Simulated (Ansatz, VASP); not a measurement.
**One calculation of HgTe, two programs**

```
Hg Te
1.0
     2.99955   -3.00014    0.00000
     2.99955    3.00014    0.00000
     0.00000    0.00000    6.00867
Hg Te
2 2
Direct
  0.24982 0.75018 0.75000
  0.75018 0.24982 0.25000
  0.74987 0.25013 0.75000
  0.25013 0.74987 0.25000
```

Alike in both runs: task single point; functional PBEsol; k mesh 12 × 12 × 8; occupations gaussian, width 0.15 eV; no spin polarisation.

|  | VASP | Ansatz |
| --- | --- | --- |
| version | VASP 6.6.1 | Ansatz 0.2.0 |
| potentials or method | VASP PAW PBE potentials, release 64 (Hg, Te), cutoff 520 eV | scalar-relativistic, plane waves, PAW |
| valence electrons in the cell | 36 | 72 |

```csv
,VASP,Ansatz,Ansatz less VASP
gap on the k mesh at the Fermi level (eV),none,none,-
pressure (GPa),0.3,0.1,-0.22
"traceless stress, the component that is largest in VASP (GPa)",-0.06,-0.06,0.000
```

VASP's potentials were made for PBE, not for PBEsol. A gap of «none» marks a metal or a gap that the smearing closes. The functional is the same, so the differences come from potentials, cutoffs and numerics. VASP's potentials hold 36 valence electrons a cell and Ansatz's 72, so a difference there can come from the potentials and not from the codes.

Spin-orbit coupling is off throughout.
